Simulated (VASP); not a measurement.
# Ni (I4/mmm) in VASP: notebook

Runs on Ni. Level: PBE. Tasks: electric field gradients.

All numbers are computed with VASP 6.6.1; they aren't measurements. Logs are shortened: lines on timing, memory, paths and dates and some standing lists are left out, and cuts for length are marked.

### Step 1. The cell of the first run

It takes space group I4/mmm (No. 139, tetragonal). Conventional cell: a = 2.450 Å, b = 2.450 Å, c = 3.536 Å, α = 90.00°, β = 90.00°, γ = 90.00°. Within 3.2 Å of Ni (site symmetry 4/mmm) lie 12 Ni at 2.45 to 2.48 Å.

### Step 2. Electric field gradients, PBE, collinear spin, ferromagnetic start (equal xx and yy strain of -2 %)

INCAR reads:

```
SYSTEM = Ni
ALGO = Normal ; EDIFF = 1E-8
ENCUT = 520 ; GGA = PE
ISIF = 2 ; ISMEAR = -1
ISPIN = 2 ; LASPH = .True.
LCHARG = .False. ; LEFG = .True.
LMAXMIX = 4 ; LORBIT = 11
LREAL = .False. ; LWAVE = .False.
MAGMOM = 1.5 ; NBANDS = 15
NELM = 150 ; PREC = Accurate
SIGMA = 0.05
```

KPOINTS reads:

```
k-points
0
Gamma
  20 20 20
  0 0 0
```

POSCAR reads:

```
Ni
1.0
    0.0000000000      1.7325910000      1.7679500000
    1.7325910000      0.0000000000      1.7679500000
    1.7325910000      1.7325910000      0.0000000000
Ni
1
Direct
    0.0000000000      0.0000000000      0.0000000000
```

Potentials or basis: VASP PAW PBE potentials, release 64 (Ni).

The run is started by

```
$ cat potpaw_PBE.64/Ni/POTCAR > POTCAR
$ mpirun -np 1 vasp_std > vasp.out
```

OUTCAR:

```text
SYSTEM = Ni
   EDIFF = 1E-8
   ENCUT = 520
   GGA = PE
   ISIF = 2
   ISMEAR = -1
   ISPIN = 2
   LASPH = .True.
   LORBIT = 11
   LREAL = .False.
   NELM = 150
   PREC = Accurate

 ion  position               nearest neighbor table
   1  0.000  0.000  0.000-

  LATTYP: Found a body centered tetragonal cell.
 ALAT       =     2.4502536902
 C/A-ratio  =     1.4430750636

  Lattice vectors:

 A1 = (  -1.7325910000,   0.0000000000,   1.7679500000)
 A2 = (   1.7325910000,   0.0000000000,   1.7679500000)
 A3 = (   0.0000000000,   1.7325910000,  -1.7679500000)

Analysis of symmetry for initial positions (statically):
=====================================================================
 Subroutine PRICEL returns:
 Original cell was already a primitive cell.

 Routine SETGRP: Setting up the symmetry group for a
 body centered tetragonal supercell.

 Subroutine GETGRP returns: Found 16 space group operations
 (whereof 16 operations were pure point group operations)
 out of a pool of 16 trial point group operations.

The static configuration has the point symmetry D_4h.

Analysis of symmetry for dynamics (positions and initial velocities):
=====================================================================
 Subroutine PRICEL returns:
 Original cell was already a primitive cell.

 Routine SETGRP: Setting up the symmetry group for a
 body centered tetragonal supercell.

 Subroutine GETGRP returns: Found 16 space group operations
 (whereof 16 operations were pure point group operations)
 out of a pool of 16 trial point group operations.

The dynamic configuration has the point symmetry D_4h.

Analysis of structural, dynamic, and magnetic symmetry:
=====================================================================
 Subroutine PRICEL returns:
 Original cell was already a primitive cell.

 Routine SETGRP: Setting up the symmetry group for a
 body centered tetragonal supercell.

 Subroutine GETGRP returns: Found 16 space group operations
 (whereof 16 operations were pure point group operations)
 out of a pool of 16 trial point group operations.

The overall configuration has the point symmetry D_4h.

 Subroutine INISYM returns: Found 16 space group operations
 (whereof 16 operations are pure point group operations),
 and found     1 'primitive' translations

----------------------------------------------------------------------------------------

                                     Primitive cell

  volume of cell :      10.6143

  direct lattice vectors                    reciprocal lattice vectors
     0.000000000  1.732591000  1.767950000    -0.288585131  0.288585131  0.282813428
     1.732591000  0.000000000  1.767950000     0.288585131 -0.288585131  0.282813428
     1.732591000  1.732591000  0.000000000     0.288585131  0.288585131 -0.282813428

  length of vectors
     2.475382551  2.475382551  2.450253690     0.496534178  0.496534178  0.496534178

  position of ions in fractional coordinates (direct lattice)
     0.000000000  0.000000000  0.000000000

  ion indices of the primitive-cell ions
   primitive index   ion index
                 1           1

----------------------------------------------------------------------------------------

 KPOINTS: k-points

Automatic generation of k-mesh.
 Grid dimensions read from file:
 generate k-points for:   20   20   20

 Generating k-lattice:

  Cartesian coordinates                     Fractional coordinates (reciprocal lattice)
    -0.014429257  0.014429257  0.014140671     0.050000000 -0.000000000  0.000000000
     0.014429257 -0.014429257  0.014140671    -0.000000000  0.050000000  0.000000000
     0.014429257  0.014429257 -0.014140671     0.000000000  0.000000000  0.050000000

  Length of vectors
     0.024826709  0.024826709  0.024826709

  Shift w.r.t. Gamma in fractional coordinates (k-lattice)
     0.000000000  0.000000000  0.000000000

[... 64 lines left out ...]
   EFERMI =   0.00;   METHOD = LEGACY
   ISMEAR =    -1;   SIGMA  =   0.05  broadening in eV -4-tet -1-fermi 0-gaus
   EFERMI_NEDOS =   21; number of points for ismear=-14 and -15
   IALGO  =     38    algorithm
   IMIX   =      4    mixing-type and parameters
     AMIX     =   0.40;   BMIX     =  1.00
     AMIX_MAG =   1.60;   BMIX_MAG =  1.00
  volume/ion in A,a.u.               =      10.61        71.63
  Fermi-wavevector in a.u.,A,eV,Ry     =   1.604886  3.032794 35.043961  2.575658
  Thomas-Fermi vector in A             =   2.701320
   LORBIT       =     11    0 simple, 1 ext, 2 COOP (PROOUT), +10 PAW based schemes
   GGA     = PE    functional components
   LHFCALC =     F    Hartree Fock is set to
   AEXX    =    0.0000 exact exchange contribution
   IVDW    =     0    specifies the selected vdW correction
   LEPSILON=     F    determine dielectric tensor
   LRPA    =     F    only Hartree local field effects (RPA)
 spin polarized calculation
  energy-cutoff  :      520.00
  volume of cell :       10.61
 maximum number of plane-waves:       302
   NGX =  9   NGY =  9   NGZ =  9

 number of electron      10.0000001 magnetization       0.6239462

 Free energy of the ion-electron system (eV)
  ---------------------------------------------------
  ext. energy  EPLUGINS =         0.00000000
  ---------------------------------------------------
  free energy    TOTEN  =        -5.47227860 eV

  energy without entropy =       -5.45856206  energy(sigma->0) =       -5.46542033

 E-fermi :   9.7280     XC(G=0): -13.4021

 val. band max:        9.7252175282   @ k =  -0.3500   0.3500   0.2500
 cond. band min:       9.7283192089   @ k =  -0.4500   0.3500   0.1500
 fundamental gap:      0.0031016807
 Fermi energy:         9.7279734360

 spin component 1

 k-point     1 :       0.0000    0.0000    0.0000
  band No.  band energies     occupation
      1       0.5468      1.00000
      2       7.1493      1.00000
      3       7.2773      1.00000
      4       7.2773      1.00000
      5       8.3775      1.00000
      6       8.5189      1.00000
      7      33.6728      0.00000
      8      37.5610      0.00000
      9      37.8018      0.00000
     10      37.8018      0.00000
     11      40.7051      0.00000
     12      40.7051      0.00000
     13      40.8337      0.00000
     14      43.6224      0.00000
[... 403 lines left out ...]
      4       7.5007      1.00000
      5       8.7891      1.00000
      6       9.1742      0.99998
      7      19.0368      0.00000
      8      31.3566      0.00000
      9      34.3010      0.00000
     10      36.4390      0.00000
     11      38.3356      0.00000
     12      39.7054      0.00000
     13      43.9487      0.00000
     14      50.9652      0.00000
     15      52.3940      0.00000

 [... further k-points ...]

 spin component 2

 k-point     1 :       0.0000    0.0000    0.0000
  band No.  band energies     occupation
      1       0.5145      1.00000
      2       7.8995      1.00000
      3       8.0257      1.00000
      4       8.0257      1.00000
      5       8.9658      1.00000
      6       9.1023      1.00000
      7      33.5154      0.00000
      8      37.5283      0.00000
      9      37.7879      0.00000
     10      37.7879      0.00000
     11      40.8040      0.00000
     12      40.8040      0.00000
     13      40.9487      0.00000
     14      43.5026      0.00000
[... 403 lines left out ...]
      4       8.0673      1.00000
      5       9.5143      0.98627
      6       9.8677      0.05765
      7      19.2860      0.00000
      8      31.3384      0.00000
      9      34.2937      0.00000
     10      36.5419      0.00000
     11      38.3644      0.00000
     12      39.7280      0.00000
     13      44.0187      0.00000
     14      51.0456      0.00000
     15      52.6879      0.00000

 [... further k-points ...]

------------------------ aborting loop because EDIFF is reached ----------------------------------------

  FORCE on cell =-STRESS in cart. coord.  units (eV):
  Direction    XX          YY          ZZ          XY          YZ          ZX
  --------------------------------------------------------------------------------------
  -------------------------------------------------------------------------------------
  Total        0.4158299      0.4158299      0.2393941      0.0000000      0.0000000     -0.0000000
  in kB       62.7674057     62.7674057     36.1353221      0.0000000      0.0000000     -0.0000000
  external PRESSURE =      53.8900445 kB  Pullay stress =       0.0000000 kB

 VOLUME and BASIS-vectors are now :
 -----------------------------------------------------------------------------
  energy-cutoff  :      520.00
  volume of cell :       10.61
      direct lattice vectors                 reciprocal lattice vectors
     0.000000000  1.732591000  1.767950000    -0.288585131  0.288585131  0.282813428
     1.732591000  0.000000000  1.767950000     0.288585131 -0.288585131  0.282813428
     1.732591000  1.732591000  0.000000000     0.288585131  0.288585131 -0.282813428

 POSITION                                       TOTAL-FORCE (eV/Angst)
 -----------------------------------------------------------------------------------
      0.00000      0.00000      0.00000         0.000000      0.000000      0.000000
 -----------------------------------------------------------------------------------
    total drift:                                0.000000      0.000000     -0.000000

  FREE ENERGIE OF THE ION-ELECTRON SYSTEM (eV)
  ---------------------------------------------------
  free  energy   TOTEN  =        -5.4722785983 eV

  energy  without entropy=       -5.4585620627  energy(sigma->0) =       -5.46542033

 Electric field gradients (V/A^2)
---------------------------------------------------------------------
 ion       V_xx      V_yy      V_zz      V_xy      V_xz      V_yz
---------------------------------------------------------------------
   1      -0.841    -0.841     1.682     0.001    -0.001    -0.001
---------------------------------------------------------------------

 Electric field gradients after diagonalization (V/A^2)
 (convention: |V_zz| > |V_xx| > |V_yy|)
----------------------------------------------------------------------
 ion       V_xx      V_yy      V_zz     asymmetry (V_yy - V_xx)/ V_zz
----------------------------------------------------------------------
   1      -0.842    -0.840     1.682       0.001
----------------------------------------------------------------------

           NMR quadrupolar parameters

 Cq : quadrupolar parameter    Cq=e*Q*V_zz/h
 eta: asymmetry parameters     (V_yy - V_xx)/ V_zz
 Q  : nuclear electric quadrupole moment in mb (millibarn)
----------------------------------------------------------------------
 ion       Cq(MHz)       eta       Q (mb)
----------------------------------------------------------------------
   1       0.004       0.001       1.000
----------------------------------------------------------------------

 total charge

# of ion       s       p       d       tot
------------------------------------------
    1        0.509   0.520   8.326   9.355

 magnetization (x)

# of ion       s       p       d       tot
------------------------------------------
    1       -0.006  -0.025   0.665   0.634
```

It took 3 min on 1 thread of Intel Xeon Platinum 8259CL at 2.50GHz (Skylake/Cascade Lake), shared host; peak memory 0.26 GiB.

What came out:

```yaml
Free_energy: -5.4723 eV
Pressure: 5.4 GPa
Net_moment: 0.62 μB per cell
Site_moments: Ni +0.63 μB
Largest_electric_field_gradient_by_atom: Ni +1.7 V/Å²
Valence_electrons_inside_the_program's_atomic_spheres: Ni 9.36
```

Electric field gradients, principal values (V/Å²):
| atom | least | middle | greatest (by size) |
| --- | --- | --- | --- |
| 1 Ni | -0.840 | -0.842 | 1.682 |

Caveat: the cell differs from its parent crystal (equal xx and yy strain of -2 %); the cell stands under pressure; without QUAD_EFG the Cq values of the log hold for a quadrupole moment of 1 mb, not for the nuclei.

### Step 3. Electric field gradients, PBE, collinear spin, ferromagnetic start (equal xx and yy strain of +3 %)

INCAR reads:

```
SYSTEM = Ni
ALGO     = Normal         ! electronic algorithm
EDIFF    = 1E-8           ! SCF threshold, eV
ENCUT    = 520            ! plane-wave cutoff, eV
GGA      = PE             ! functional
ISIF     = 2              ! what is computed and relaxed
ISMEAR   = -1             ! smearing method
ISPIN    = 2              ! spin polarisation
LASPH    = .TRUE.         ! aspherical terms in the spheres
LCHARG   = .FALSE.        ! write CHGCAR
LEFG     = .TRUE.       
LMAXMIX  = 4              ! l up to which the mixer works
LORBIT   = 11             ! projections on sites
LREAL    = .FALSE.        ! projectors in reciprocal space
LWAVE    = .FALSE.        ! write WAVECAR
MAGMOM   = 1.5            ! initial moments
NBANDS   = 15             ! bands
NELM     = 150            ! most SCF steps
PREC     = Accurate       ! precision mode
SIGMA    = 0.05           ! smearing width, eV
```

KPOINTS reads:

```
k-points
0
G
  20 20 20
  0 0 0
```

POSCAR reads:

```
Ni
1.0
    0.0000000000      1.8209885000      1.7679500000
    1.8209885000      0.0000000000      1.7679500000
    1.8209885000      1.8209885000      0.0000000000
Ni
1
Direct
    0.0000000000      0.0000000000      0.0000000000
```

Potentials or basis: VASP PAW PBE potentials, release 64 (Ni).

The run is started by

```
$ cat potpaw_PBE.64/Ni/POTCAR > POTCAR
$ mpirun -np 1 vasp_std > vasp.out
```

OUTCAR:

```text
SYSTEM = Ni
   EDIFF = 1E-8
   ENCUT = 520
   GGA = PE
   ISIF = 2
   ISMEAR = -1
   ISPIN = 2
   LASPH = .TRUE.
   LORBIT = 11
   LREAL = .FALSE.
   NELM = 150
   PREC = Accurate

 ion  position               nearest neighbor table
   1  0.000  0.000  0.000-

  LATTYP: Found a body centered tetragonal cell.
 ALAT       =     2.5752666336
 C/A-ratio  =     1.3730228761

  Lattice vectors:

 A1 = (   0.0000000000,  -1.8209885000,  -1.7679500000)
[... 1099 lines left out ...]

 Electric field gradients (V/A^2)
---------------------------------------------------------------------
 ion       V_xx      V_yy      V_zz      V_xy      V_xz      V_yz
---------------------------------------------------------------------
   1       1.176     1.176    -2.352     0.001    -0.001    -0.001
---------------------------------------------------------------------

 Electric field gradients after diagonalization (V/A^2)
 (convention: |V_zz| > |V_xx| > |V_yy|)
----------------------------------------------------------------------
 ion       V_xx      V_yy      V_zz     asymmetry (V_yy - V_xx)/ V_zz
----------------------------------------------------------------------
   1       1.178     1.175    -2.352       0.001
----------------------------------------------------------------------

           NMR quadrupolar parameters

 Cq : quadrupolar parameter    Cq=e*Q*V_zz/h
 eta: asymmetry parameters     (V_yy - V_xx)/ V_zz
 Q  : nuclear electric quadrupole moment in mb (millibarn)
----------------------------------------------------------------------
 ion       Cq(MHz)       eta       Q (mb)
----------------------------------------------------------------------
   1      -0.006       0.001       1.000
----------------------------------------------------------------------

 total charge

# of ion       s       p       d       tot
------------------------------------------
    1        0.467   0.435   8.285   9.187

 magnetization (x)

# of ion       s       p       d       tot
------------------------------------------
    1       -0.007  -0.024   0.691   0.660
```

OSZICAR:

```text
N       E                     dE             d eps       ncg     rms          rms(c)
DAV:   1     0.333212739190E+02    0.33321E+02   -0.42127E+03 40593   0.837E+02
DAV:   2    -0.493042463581E+01   -0.38252E+02   -0.35287E+02 44011   0.160E+02
DAV:   3    -0.640488488617E+01   -0.14745E+01   -0.14617E+01 46818   0.311E+01
DAV:   4    -0.641484244567E+01   -0.99576E-02   -0.99557E-02 46961   0.242E+00
DAV:   5    -0.641498954213E+01   -0.14710E-03   -0.14710E-03 47927   0.265E-01    0.968E+00
DAV:   6    -0.589144056399E+01    0.52355E+00   -0.14715E+01 55939   0.423E+01    0.691E+00
DAV:   7    -0.545572378515E+01    0.43572E+00   -0.30746E+00 53533   0.170E+01    0.165E+00
DAV:   8    -0.544582452550E+01    0.98993E-02   -0.19265E-02 44704   0.848E-01    0.906E-01
DAV:   9    -0.544283683136E+01    0.29877E-02   -0.21499E-03 61400   0.291E-01    0.287E-01
DAV:  10    -0.544206250221E+01    0.77433E-03   -0.13034E-03 61333   0.219E-01    0.398E-02
DAV:  11    -0.544206578620E+01   -0.32840E-05   -0.16720E-05 43413   0.307E-02    0.268E-02
DAV:  12    -0.544206707818E+01   -0.12920E-05   -0.26188E-06 58443   0.943E-03    0.876E-03
DAV:  13    -0.544206646391E+01    0.61427E-06   -0.11412E-07 49913   0.391E-03    0.295E-03
DAV:  14    -0.544206677733E+01   -0.31342E-06   -0.51321E-08 44333   0.145E-03    0.833E-04
DAV:  15    -0.544206671998E+01    0.57345E-07   -0.99351E-09 34161   0.770E-04    0.329E-04
DAV:  16    -0.544206672375E+01   -0.37708E-08   -0.37614E-10 25502   0.198E-04
   1 F= -.54420667E+01 E0= -.54343498E+01  d E =-.154338E-01  mag=     0.6409
```

stdout:

```text
POSCAR found type information on POSCAR Ni
 POSCAR found :  1 types and       1 ions
 scaLAPACK will be used
 LDA part: xc-table for (Slater+PW92), standard interpolation
 POSCAR, INCAR and KPOINTS ok, starting setup
 FFT: planning ... GRIDC
 FFT: planning ... GRID_SOFT
 FFT: planning ... GRID
 WAVECAR not read
 entering main loop
ion   1
```

It took 3.5 min on 1 thread of Intel Xeon Platinum 8259CL at 2.50GHz (Skylake/Cascade Lake), shared host; peak memory 0.27 GiB.

What came out:

```yaml
Free_energy: -5.4421 eV
Pressure: -12.0 GPa
Net_moment: 0.64 μB per cell
Site_moments: Ni +0.66 μB
Largest_electric_field_gradient_by_atom: Ni -2.4 V/Å²
Valence_electrons_inside_the_program's_atomic_spheres: Ni 9.19
```

Stress tensor (GPa, compression positive):
```
-12.91   0.00   0.00
  0.00 -12.91   0.00
  0.00   0.00 -10.29
```

Levels at points of the mesh, in eV from the Fermi level:
Spin up:
```
           k point  band 1  band 2  band 3  band 4  band 5  band 6  band 7  band 8  band 9  band 10
(0.00, 0.00, 0.00)   -8.50   -2.32   -2.32   -2.16   -1.29   -1.12   23.10   26.30   26.30    26.53
(0.50, 0.00, 0.00)   -4.45   -2.32   -2.15   -0.66   -0.60   -0.15    5.15   21.48   22.92    24.04
(0.50, 0.50, 0.00)   -4.20   -3.85   -0.58   -0.51   -0.51    2.86    9.09   13.68   13.68    18.42
(0.50, 0.00, 0.50)   -4.24   -3.82   -0.58   -0.57   -0.48    2.20    8.31   14.39   14.39    19.02
```
Spin down:
```
           k point  band 3  band 4  band 5  band 6  band 7  band 8
(0.00, 0.00, 0.00)   -1.54   -1.39   -0.69   -0.52   22.92   26.27
(0.50, 0.00, 0.00)   -1.52   -0.22    0.11    0.18    5.57   21.33
(0.50, 0.50, 0.00)    0.05    0.37    0.37    2.81    9.32   13.68
(0.50, 0.00, 0.50)    0.05    0.29    0.41    2.14    8.56   14.39
```

Electric field gradients, principal values (V/Å²):
| atom | least | middle | greatest (by size) |
| --- | --- | --- | --- |
| 1 Ni | 1.175 | 1.178 | -2.352 |

Caveat: the cell differs from its parent crystal (equal xx and yy strain of +3 %); the cell stands under tension; without QUAD_EFG the Cq values of the log hold for a quadrupole moment of 1 mb, not for the nuclei.
